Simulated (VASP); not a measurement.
# Li4F in VASP: further runs

Li4F is run at these levels: PBEsol; tasks: single point.

Everything below comes from runs of VASP 6.6.1. Logs are shortened: lines on timing, memory, paths and dates and some standing lists are left out, and cuts for length are marked.

## Step 1: The cell of the first run

The cell holds a slab with vacuum, 5 atoms: a = 3.053 Å, b = 3.053 Å, c = 25.477 Å, α = 90.00°, β = 90.00°, γ = 90.00°.

## Step 2: Single point, PBEsol

File INCAR:

```
SYSTEM = Li4F
PREC = Accurate
ENCUT = 520
EDIFF = 1E-6
ISMEAR = 0
SIGMA = 0.1
LREAL = .FALSE.
LASPH = .TRUE.
NELM = 80
ALGO = Normal
ISIF = 2
LWAVE = .FALSE.
LCHARG = .TRUE.
LDIPOL = .TRUE.
IDIPOL = 3
DIPOL = 0.5 0.5 0.499
GGA = PS
LELF = .TRUE.
LVHAR = .TRUE.
LVACPOTAV = .TRUE.
NBANDS = 18
```

File KPOINTS:

```
Automatic mesh
0
G
  9 9 1
  0 0 0
```

File POSCAR:

```
Li4F
1.0
    3.0534023716      0.0000000000      0.0000000000
    0.0000000000      3.0534023716      0.0000000000
    0.0000000000      0.0000000000     25.4772445679
Li F
4 1
Direct
    0.5000000000      0.5000000000      0.3336310557
    0.0000000000      0.0000000000      0.4183765436
    0.5000000000      0.5000000000      0.5064914558
    0.0000000000      0.0000000000      0.5914671006
    0.0000000000      0.2500000000      0.6429443237
```

Potentials or basis: VASP PAW PBE potentials, release 64 (Li_sv, F).

The run is started by

```bash
$ cat potpaw_PBE.64/Li_sv/POTCAR potpaw_PBE.64/F/POTCAR > POTCAR
$ mpirun -np 1 vasp_std > vasp.out
```

OUTCAR:

```text
SYSTEM = Li4F
   PREC = Accurate
   ENCUT = 520
   EDIFF = 1E-6
   ISMEAR = 0
   LREAL = .FALSE.
   LASPH = .TRUE.
   NELM = 80
   ISIF = 2
   GGA = PS

 ion  position               nearest neighbor table
   1  0.500  0.500  0.334-
   2  0.000  0.000  0.418-
   3  0.500  0.500  0.506-
   4  0.000  0.000  0.591-   5 1.52
   5  0.000  0.250  0.643-   4 1.52

  LATTYP: Found a simple tetragonal cell.
 ALAT       =     3.0534023716
 C/A-ratio  =     8.3438870700

  Lattice vectors:

 A1 = (   3.0534023716,   0.0000000000,   0.0000000000)
 A2 = (   0.0000000000,   3.0534023716,   0.0000000000)
 A3 = (   0.0000000000,   0.0000000000,  25.4772445679)

Analysis of symmetry for initial positions (statically):
=====================================================================
 Subroutine PRICEL returns:
 Original cell was already a primitive cell.

 Routine SETGRP: Setting up the symmetry group for a
 simple tetragonal supercell.

 Subroutine GETGRP returns: Found  2 space group operations
 (whereof  2 operations were pure point group operations)
 out of a pool of 16 trial point group operations.

The static configuration has the point symmetry C_1h.

Analysis of symmetry for dynamics (positions and initial velocities):
=====================================================================
 Subroutine PRICEL returns:
 Original cell was already a primitive cell.

 Routine SETGRP: Setting up the symmetry group for a
 simple tetragonal supercell.

 Subroutine GETGRP returns: Found  2 space group operations
 (whereof  2 operations were pure point group operations)
 out of a pool of 16 trial point group operations.

The dynamic configuration has the point symmetry C_1h.

 Subroutine INISYM returns: Found  2 space group operations
 (whereof  2 operations are pure point group operations),
 and found     1 'primitive' translations

----------------------------------------------------------------------------------------

                                     Primitive cell

  volume of cell :     237.5311

  direct lattice vectors                    reciprocal lattice vectors
     3.053402372  0.000000000  0.000000000     0.327503512  0.000000000  0.000000000
     0.000000000  3.053402372  0.000000000     0.000000000  0.327503512  0.000000000
     0.000000000  0.000000000 25.477244568     0.000000000  0.000000000  0.039250712

  length of vectors
     3.053402372  3.053402372 25.477244568     0.327503512  0.327503512  0.039250712

  position of ions in fractional coordinates (direct lattice)
     0.500000000  0.500000000  0.333631056
     0.000000000  0.000000000  0.418376544
     0.500000000  0.500000000  0.506491456
     0.000000000  0.000000000  0.591467101
     0.000000000  0.250000000  0.642944324

  ion indices of the primitive-cell ions
   primitive index   ion index
                 1           1
                 2           2
                 3           3
                 4           4
                 5           5

----------------------------------------------------------------------------------------

 KPOINTS: Automatic mesh

Automatic generation of k-mesh.
 Grid dimensions read from file:
 generate k-points for:    9    9    1

 Generating k-lattice:

  Cartesian coordinates                     Fractional coordinates (reciprocal lattice)
     0.036389279  0.000000000  0.000000000     0.111111111  0.000000000  0.000000000
     0.000000000  0.036389279  0.000000000     0.000000000  0.111111111  0.000000000
     0.000000000  0.000000000  0.039250712     0.000000000  0.000000000  1.000000000

  Length of vectors
     0.036389279  0.036389279  0.039250712

  Shift w.r.t. Gamma in fractional coordinates (k-lattice)
     0.000000000  0.000000000  0.000000000

 Subroutine IBZKPT returns following result:
 ===========================================

 Found     25 irreducible k-points:

 Following reciprocal coordinates:
            Coordinates               Weight
  0.000000  0.000000  0.000000      1.000000
  0.111111  0.000000  0.000000      2.000000
  0.000000  0.111111  0.000000      2.000000
  0.222222  0.000000  0.000000      2.000000
  0.000000  0.222222  0.000000      2.000000
  0.333333  0.000000  0.000000      2.000000
[... 16 lines left out ...]
  0.444444  0.333333  0.000000      4.000000
 -0.333333  0.444444  0.000000      4.000000
   k-points           NKPTS =     25   k-points in BZ     NKDIM =     25   number of bands    NBANDS=     18
   number of dos      NEDOS =    301   number of ions     NIONS =      5
   total plane-waves  NPLWV = 110592
   dimension x,y,z NGX =    24 NGY =   24 NGZ =  192
   dimension x,y,z NGXF=    48 NGYF=   48 NGZF=  384
   ions per type =               4   1
   NGX,Y,Z   is equivalent  to a cutoff of  13.07, 13.07, 12.53 a.u.
   NGXF,Y,Z  is equivalent  to a cutoff of  26.13, 26.13, 25.06 a.u.
 SYSTEM =  Li4F
   PREC   = accura    normal or accurate (medium, high low for compatibility)
   ISTART =      0    job   : 0-new  1-cont  2-samecut
   ICHARG =      2    charge: 1-file 2-atom 10-const
   ISPIN  =      1    spin polarized calculation?
   LNONCOLLINEAR =      F non collinear calculations
   LSORBIT =      F    spin-orbit coupling
   LASPH  =      T    aspherical Exc in radial PAW
   ENCUT  =  520.0 eV  38.22 Ry    6.18 a.u.   5.68  5.68 47.37*2*pi/ulx,y,z
   NELM   =     80;   NELMIN=  2; NELMDL= -5     # of ELM steps
   EDIFF  = 0.1E-05   stopping-criterion for ELM
   LREAL  =      F    real-space projection
   EDIFFG = 0.1E-04   stopping-criterion for IOM
   NSW    =      0    number of steps for IOM
   IBRION =     -1    ionic relax: 0-MD 1-quasi-New 2-CG
   NFREE  =      0    steps in history (QN), initial steepest desc. (CG)
   ISIF   =      2    stress and relaxation
   ISYM   =      2    0-nonsym 1-usesym 2-fastsym
   POTIM  = 0.5000    time-step for ionic-motion
   TEBEG  =    0.0;   TEEND  =   0.0 temperature during run
   PSTRESS=    0.0 pullay stress
   NELECT =      19.0000    total number of electrons
   NUPDOWN=      -1.0000    fix difference up-down
   EMIN   =  10.00;   EMAX   =-10.00  energy-range for DOS
   EFERMI =   0.00;   METHOD = LEGACY
   ISMEAR =     0;   SIGMA  =   0.10  broadening in eV -4-tet -1-fermi 0-gaus
   EFERMI_NEDOS =   21; number of points for ismear=-14 and -15
   IALGO  =     38    algorithm
   IMIX   =      4    mixing-type and parameters
     AMIX     =   0.40;   BMIX     =  1.00
     AMIX_MAG =   1.60;   BMIX_MAG =  1.00
  volume/ion in A,a.u.               =      47.51       320.59
  Fermi-wavevector in a.u.,A,eV,Ry     =   0.705374  1.332963  6.769604  0.497552
  Thomas-Fermi vector in A             =   1.790868
   LORBIT       =      0    0 simple, 1 ext, 2 COOP (PROOUT), +10 PAW based schemes
   GGA     = PS    functional components
   LHFCALC =     F    Hartree Fock is set to
   AEXX    =    0.0000 exact exchange contribution
   IVDW    =     0    specifies the selected vdW correction
   LEPSILON=     F    determine dielectric tensor
   LRPA    =     F    only Hartree local field effects (RPA)
 non-spin polarized calculation
 Gauss-broadening in eV      SIGMA  =   0.10
  energy-cutoff  :      520.00
  volume of cell :      237.53
 maximum number of plane-waves:      6444
 NGX is ok and might be reduce to    24
   NGX = 11   NGY = 11   NGZ = 95

 number of electron      19.0000024 magnetization

 dipolmoment           0.000000      0.000000      0.394083 electrons x Angstroem

 Free energy of the ion-electron system (eV)
  ---------------------------------------------------
  ext. energy  EPLUGINS =         0.00000000
  ---------------------------------------------------
  free energy    TOTEN  =       -11.88697876 eV

  energy without entropy =      -11.87354247  energy(sigma->0) =      -11.88026061

 E-fermi :  -4.5369     XC(G=0):  -3.2942

 val. band max:       -4.5440084470   @ k =   0.0000   0.4444   0.0000
 cond. band min:      -4.5069850332   @ k =   0.4444   0.0000   0.0000
 fundamental gap:      0.0370234138
 Fermi energy:        -4.5368946446

 k-point     1 :       0.0000    0.0000    0.0000
  band No.  band energies     occupation
      1     -50.9755      2.00000
      2     -50.6396      2.00000
      3     -50.4122      2.00000
      4     -47.7895      2.00000
      5     -23.7656      2.00000
      6      -7.7324      2.00000
[... 10 lines left out ...]
     17       4.1549      0.00000
     18       4.4147      0.00000

 k-point     2 :       0.1111    0.0000    0.0000
  band No.  band energies     occupation
      1     -50.9747      2.00000
      2     -50.6388      2.00000
      3     -50.4114      2.00000
      4     -47.7887      2.00000
      5     -23.7531      2.00000
      6      -7.5848      2.00000
[... 10 lines left out ...]
     17       2.9288      0.00000
     18       3.9329      0.00000

 k-point     3 :       0.0000    0.1111    0.0000
  band No.  band energies     occupation
      1     -50.9747      2.00000
      2     -50.6388      2.00000
      3     -50.4114      2.00000
      4     -47.7886      2.00000
      5     -23.7546      2.00000
      6      -7.5850      2.00000
[... 10 lines left out ...]
     17       2.9259      0.00000
     18       3.9095      0.00000

 k-point     4 :       0.2222    0.0000    0.0000
  band No.  band energies     occupation
      1     -50.9728      2.00000
      2     -50.6369      2.00000
      3     -50.4095      2.00000
      4     -47.7867      2.00000
      5     -23.7210      2.00000
      6      -7.1434      2.00000
[... 375 lines left out ...]
      4     -47.7785      2.00000
      5     -23.6178      2.00000
      6      -5.5988      2.00000
[... 10 lines left out ...]
     17       2.2795      0.00000
     18       2.6606      0.00000

 k-point    23 :       0.4444    0.3333    0.0000
  band No.  band energies     occupation
      1     -50.9646      2.00000
      2     -50.6284      2.00000
      3     -50.4012      2.00000
      4     -47.7771      2.00000
      5     -23.5952      2.00000
      6      -5.6109      2.00000
[... 10 lines left out ...]
     17       2.4324      0.00000
     18       2.8674      0.00000

 k-point    24 :      -0.3333    0.4444    0.0000
  band No.  band energies     occupation
      1     -50.9646      2.00000
      2     -50.6284      2.00000
      3     -50.4012      2.00000
      4     -47.7769      2.00000
      5     -23.5982      2.00000
      6      -5.7152      2.00000
[... 10 lines left out ...]
     17       2.3953      0.00000
     18       2.8562      0.00000

 [... further k-points ...]
[... 5 lines left out ...]
  --------------------------------------------------------------------------------------
  -------------------------------------------------------------------------------------
  Total        0.4598500      0.9348497      0.1972654      0.0000000      2.3561314      0.0000000
  in kB        3.1017464      6.3056787      1.3305802      0.0000000     15.8924027      0.0000000
  external PRESSURE =       3.5793351 kB  Pullay stress =       0.0000000 kB

 VOLUME and BASIS-vectors are now :
 -----------------------------------------------------------------------------
  energy-cutoff  :      520.00
  volume of cell :      237.53
      direct lattice vectors                 reciprocal lattice vectors
     3.053402372  0.000000000  0.000000000     0.327503512  0.000000000  0.000000000
     0.000000000  3.053402372  0.000000000     0.000000000  0.327503512  0.000000000
     0.000000000  0.000000000 25.477244568     0.000000000  0.000000000  0.039250712

 POSITION                                       TOTAL-FORCE (eV/Angst)
 -----------------------------------------------------------------------------------
      1.52670      1.52670      8.50000         0.000000      0.000082      0.003345
      0.00000      0.00000     10.65908         0.000000     -0.000142      0.079130
      1.52670      1.52670     12.90401         0.000000     -0.022337     -0.175187
      0.00000      0.00000     15.06895         0.000000     -1.740056     -0.099276
      0.00000      0.76335     16.38045         0.000000      1.762452      0.191989
 -----------------------------------------------------------------------------------
    total drift:                                0.000000     -0.000007     -0.000232

  FREE ENERGIE OF THE ION-ELECTRON SYSTEM (eV)
  ---------------------------------------------------
  free  energy   TOTEN  =       -11.8869787565 eV

  energy  without entropy=      -11.8735424686  energy(sigma->0) =      -11.88026061

 vacuum level on the upper side and lower side of the slab         6.327        -1.320
```

Wall time 4.9 min (1 thread of AMD EPYC 7R43 (Zen 3), shared host); peak memory 0.32 GiB.

Results:

| Quantity | Value |
| --- | --- |
| Free energy | -11.8870 eV |
| Largest force | 1.773 eV/Å |

Forces on the atoms (eV/Å):
```
Li   0.000  0.000  0.003
Li   0.000  0.000  0.079
Li   0.000 -0.022 -0.175
Li   0.000 -1.740 -0.099
F    0.000  1.762  0.192
```

Caveat: the cutoff is under 1.25 times the usual one of these potentials, so pressure, stress and relaxed cells hold a basis-set (Pulay) error; the PAW data sets were made with another functional, which shifts forces and pressure a little; an odd number of electrons without spin polarisation forces a metal; a magnetic or distorted state may lie lower.

## Step 3: Single point, PBEsol

File INCAR:

```
PREC = Accurate
ENCUT = 520
EDIFF = 1E-6
ISMEAR = 0
SIGMA = 0.1
LREAL = False
LASPH = True
NELM = 80
ALGO = Normal
ISIF = 2
LWAVE = False
LCHARG = False
LDIPOL = True
IDIPOL = 3
DIPOL = 0.5 0.5 0.488
GGA = PS
NBANDS = 18
```

File KPOINTS:

```
Automatic mesh
0
Gamma
  9 9 1
```

POSCAR: that of step 2 with these lines changed.

```diff
@@ -12,2 +12,2 @@
     0.0000000000      0.0000000000      0.5914671006
-    0.0000000000      0.2500000000      0.6429443237
+    0.2500000000      0.5000000000      0.5905534805
```

Potentials or basis: VASP PAW PBE potentials, release 64 (Li_sv, F).

The run is started by

```bash
$ cat potpaw_PBE.64/Li_sv/POTCAR potpaw_PBE.64/F/POTCAR > POTCAR
$ mpirun -np 1 vasp_std > vasp.out
```

OUTCAR:

```text
PREC = Accurate
   ENCUT = 520
   EDIFF = 1E-6
   ISMEAR = 0
   LREAL = False
   LASPH = True
   NELM = 80
   ISIF = 2
   GGA = PS

 ion  position               nearest neighbor table
   1  0.500  0.500  0.334-
   2  0.000  0.000  0.418-
   3  0.500  0.500  0.506-
   4  0.000  0.000  0.591-   5 1.71   5 1.71
   5  0.250  0.500  0.591-   4 1.71   4 1.71

  LATTYP: Found a simple tetragonal cell.
 ALAT       =     3.0534023716
 C/A-ratio  =     8.3438870700

  Lattice vectors:

[... 708 lines left out ...]
  -------------------------------------------------------------------------------------
  Total       -0.1535386      1.0630226     -0.6057099      0.0000000      0.0000000      0.4587792
  in kB       -1.0356370      7.1702210     -4.0855896      0.0000000      0.0000000      3.0945235
  external PRESSURE =       0.6829981 kB  Pullay stress =       0.0000000 kB

 VOLUME and BASIS-vectors are now :
 -----------------------------------------------------------------------------
  energy-cutoff  :      520.00
  volume of cell :      237.53
      direct lattice vectors                 reciprocal lattice vectors
     3.053402372  0.000000000  0.000000000     0.327503512  0.000000000  0.000000000
     0.000000000  3.053402372  0.000000000     0.000000000  0.327503512  0.000000000
     0.000000000  0.000000000 25.477244568     0.000000000  0.000000000  0.039250712

 POSITION                                       TOTAL-FORCE (eV/Angst)
 -----------------------------------------------------------------------------------
      1.52670      1.52670      8.50000         0.000408      0.000000     -0.006126
      0.00000      0.00000     10.65908        -0.000781      0.000000      0.109798
      1.52670      1.52670     12.90401        -0.220094      0.000000      0.026897
      0.00000      0.00000     15.06895        -0.585695      0.000000     -0.109071
      0.76335      1.52670     15.04568         0.806162      0.000000     -0.021498
 -----------------------------------------------------------------------------------
    total drift:                                0.000071      0.000000     -0.001525

  FREE ENERGIE OF THE ION-ELECTRON SYSTEM (eV)
  ---------------------------------------------------
  free  energy   TOTEN  =       -14.6103259756 eV

  energy  without entropy=      -14.6004903941  energy(sigma->0) =      -14.60540818

 vacuum level on the upper side and lower side of the slab         0.591         2.110
```

Wall time 4.4 min (1 thread of AMD EPYC 7R43 (Zen 3), shared host); peak memory 0.32 GiB.

What came out:

```
Free energy   : -14.6103 eV
Largest force : 0.806 eV/Å
```

Forces on the atoms (eV/Å):
```
Li   0.000  0.000 -0.006
Li  -0.001  0.000  0.110
Li  -0.220  0.000  0.027
Li  -0.586  0.000 -0.109
F    0.806  0.000 -0.021
```

Levels at points of the mesh, in eV from the Fermi level:
| k point | band 7 | band 8 | band 9 | band 10 | band 11 | band 12 | band 13 | band 14 |
| --- | --- | --- | --- | --- | --- | --- | --- | --- |
| (0.00, 0.00, 0.00) | -7.00 | -6.13 | -3.13 | -1.94 | -0.27 | 0.54 | 1.38 | 2.01 |

Caveat: the cutoff is under 1.25 times the usual one of these potentials, so pressure, stress and relaxed cells hold a basis-set (Pulay) error; the PAW data sets were made with another functional, which shifts forces and pressure a little; an odd number of electrons without spin polarisation forces a metal; a magnetic or distorted state may lie lower.
